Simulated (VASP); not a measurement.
Write the native input for VASP 6.6.1 that does the following.

- Task: single point
- Functional: PBEsol
- Dispersion: D3(BJ)
- Potentials or basis: VASP PAW PBE potentials, release 64 (W_sv, Se)
- Cutoff: 520 eV
- k mesh: 12 × 12 × 2
- Occupations: gaussian, width 0.05 eV
- Spin: no spin polarisation
- Dipole correction: no
- Further INCAR settings: ALGO = Normal; EDIFF = 1e-07; NBANDS = 20

The structure of WSe2 lies in POSCAR:

```
WSe2
1.0
    3.3179375931      0.0000000000      0.0000000000
   -1.6589687966      2.7441144228      0.0000000000
    0.0000000000      0.0000000000     16.6581424200
W Se
1 2
Direct
    0.0000000000      0.0000000000      0.0000000000
    0.3333333333      0.6666666667      0.0997865200
    0.3333333333      0.6666666667      0.9002134800
```

This cell differs from its parent crystal: strain -0.0450 x Voigt [0, 1, 0, 0, 0, 0].

These files were run (other wordings do the same):

INCAR

```
ALGO     = Normal         # electronic algorithm
EDIFF    = 1E-7           # SCF threshold, eV
ENCUT    = 520            # plane-wave cutoff, eV
GGA      = PS             # functional
ISIF     = 2              # what is computed and relaxed
ISMEAR   = 0              # smearing method
IVDW     = 12             # dispersion correction
LASPH    = True           # aspherical terms in the spheres
LCHARG   = False          # write CHGCAR
LREAL    = False          # projectors in reciprocal space
LWAVE    = False          # write WAVECAR
NBANDS   = 20             # bands
NELM     = 80             # most SCF steps
PREC     = Accurate       # precision mode
SIGMA    = 0.05           # smearing width, eV
```

KPOINTS

```
k-points
0
Gamma
  12 12 2
```

Potentials or basis: VASP PAW PBE potentials, release 64 (W_sv, Se).

Launch:

```console
$ cat potpaw_PBE.64/W_sv/POTCAR potpaw_PBE.64/Se/POTCAR > POTCAR
$ mpirun -np 1 vasp_std > vasp.out
```

It gave:

```yaml
Largest_force: 0.451 eV/Å
Band_gap_on_the_k_mesh: 1.71 eV (least direct gap 1.75 eV)
Dispersion_energy_per_atom: -0.294 eV
```

Caveat: the cell differs from its parent crystal (strain -0.0450 x Voigt [0, 1, 0, 0, 0, 0]); there is no dipole correction, which matters where the two faces differ; the PAW data sets were made with another functional, which shifts forces and pressure a little; spin-orbit coupling is left out, which moves the levels of the heavy elements.

Wall time 3.7 min on 1 thread of AMD EPYC 9R45 (Zen 5) (shared host), peak memory 0.41 GiB.
